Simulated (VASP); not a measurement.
Write the native input for VASP 6.6.1 that does the following.

```
Task                   : single point
Functional             : PBE
Potentials or basis    : VASP PAW PBE potentials, release 64 (Ag)
Cutoff                 : 520 eV
k mesh                 : 16 × 16 × 16
Occupations            : fermi-dirac, width 0.1 eV
Spin                   : no spin polarisation
Dipole correction      : no
Further INCAR settings : ALGO = Normal; EDIFF = 1e-06; NBANDS = 12
```

The structure of Ag lies in POSCAR:

```
Ag
1.0
    0.0000000000      1.8928153573      1.8928153573
    1.8928153573      0.0000000000      1.8928153573
    1.8928153573      1.8928153573      0.0000000000
Ag
1
Direct
    0.0000000000      0.0000000000      0.0000000000
```

This cell differs from its parent crystal: volume scaled by 0.76.

These files were run (other wordings do the same):

INCAR

```
SYSTEM = Ag
ALGO = Normal
EDIFF = 1E-6
ENCUT = 520
GGA = PE
ISIF = 2
ISMEAR = -1
LASPH = .TRUE.
LCHARG = .FALSE.
LREAL = .FALSE.
LWAVE = .FALSE.
NBANDS = 12
NELM = 60
PREC = Accurate
SIGMA = 0.1
```

KPOINTS

```
k-points
0
G
  16 16 16
  0 0 0
```

Potentials or basis: VASP PAW PBE potentials, release 64 (Ag).

The run is started by

```bash
$ cat potpaw_PBE.64/Ag/POTCAR > POTCAR
$ mpirun -np 1 vasp_std > vasp.out
```

It gave:

```yaml
Pressure: 54.3 GPa
```

Wall time 12 s on 1 thread of AMD EPYC 9R14 (Zen 4), with other jobs on the host, peak memory 0.11 GiB.
